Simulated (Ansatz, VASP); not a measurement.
## One calculation of C, two programs

```xyz
4
Lattice="1.2294 0.7098 7.6727 -1.2294 0.7098 7.6727 0.0000 -1.4196 7.6727" Properties=species:S:1:pos:R:3 pbc="T T T"
C     0.0000    0.0000   21.1944
C     0.0000    0.0000    5.8489
C     0.0000    0.0000   17.1692
C     0.0000    0.0000    1.8236
```

Alike in both runs: functional PBEsol; k mesh 18 × 18 × 18; occupations gaussian, width 0.01 eV; no spin polarisation.

Ansatz relaxed the structure, and its values are those at the end. VASP's run is a single point on that final structure, the one shown.

|  | VASP | Ansatz |
| --- | --- | --- |
| version | VASP 6.6.1 | Ansatz 0.2.0 |
| potentials or method | VASP PAW PBE potentials, release 64 (C), cutoff 520 eV | scalar-relativistic, plane waves, PAW |
| valence electrons in the cell | 16 | 16 |

Ansatz gave:

| Property | Result |
| --- | --- |
| gap on the k mesh at the Fermi level (eV) | 0.08 |
| least direct gap on the mesh (eV) | 0.08 |
| pressure (GPa) | 0.0 |

Q: What did VASP give for the same quantities?

A: gap on the k mesh at the Fermi level (eV): 0.08; least direct gap on the mesh (eV): 0.08; pressure (GPa): 0.6.

VASP's potentials were made for PBE, not for PBEsol. The functional is the same, so the differences come from potentials, cutoffs and numerics.
